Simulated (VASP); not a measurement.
Here is a VASP 6.6.1 calculation.

The input POSCAR:

```
BAs
1.0
    0.0000000000      2.4636236322      2.4636236322
    2.4636236322      0.0000000000      2.4636236322
    2.4636236322      2.4636236322      0.0000000000
B As
1 1
Direct
    0.0000000000      0.0000000000      0.0000000000
    0.2500000000      0.2500000000      0.2500000000
```

The input INCAR.step1:

```
  ALGO = Normal
  EDIFF = 1E-8
  ENCUT = 500
  GGA = PE
  ISMEAR = 0
  LASPH = T
  LCHARG = F
  LREAL = F
  LWAVE = T
  NELM = 80
  PREC = Accurate
  SIGMA = 0.01
```

File INCAR.step2:

```
  ALGO = Exact
  EDIFF = 1E-8
  ENCUT = 500
  GGA = PE
  ISMEAR = 0
  ISTART = 1
  LASPH = T
  LCHARG = F
  LOPTICS = T
  LREAL = F
  LWAVE = T
  NBANDS = 128
  NELM = 1
  PREC = Accurate
  SIGMA = 0.01
```

The input INCAR.step3:

```
  ALGO = EVGW0
  EDIFF = 1E-8
  ENCUT = 500
  ENCUTGW = 150.0
  GGA = PE
  ISMEAR = 0
  ISTART = 1
  LASPH = T
  LCHARG = F
  LREAL = F
  LWAVE = F
  NBANDS = 128
  NBANDSGW = 12
  NELMGW = 1
  NOMEGA = 96
  OMEGAMAX = 20
  PREC = Accurate
  PRECFOCK = Fast
  SIGMA = 0.01
```

File KPOINTS:

```
k-points
0
Gamma
  6 6 6
```

Potentials or basis: VASP PAW PBE potentials, release 64 (B_GW, As_GW).

Run with:

```console
$ cat potpaw_PBE.64/B_GW/POTCAR potpaw_PBE.64/As_GW/POTCAR > POTCAR
$ cp INCAR.step1 INCAR
$ mpirun -np 1 vasp_std > vasp.out
$ cp INCAR.step2 INCAR
$ mpirun -np 1 vasp_std > vasp.out
$ cp INCAR.step3 INCAR
$ mpirun -np 1 vasp_std > vasp.out
```

Question: Estimate the quasiparticle gap.

Answer: 1.93 eV.

Question: Estimate the least direct quasiparticle gap.

Answer: 3.95 eV.

Question: Predict the least direct gap of the starting levels on the mesh.

Answer: 3.16 eV.

Question: What does it give for the band gap of the starting levels on the mesh?

Answer: 1.34 eV.

Caveat: the k points lie up to 0.37 Å⁻¹ apart; bands, screening cutoff and mesh are small and nothing is extrapolated, so the quasiparticle values aren't converged.
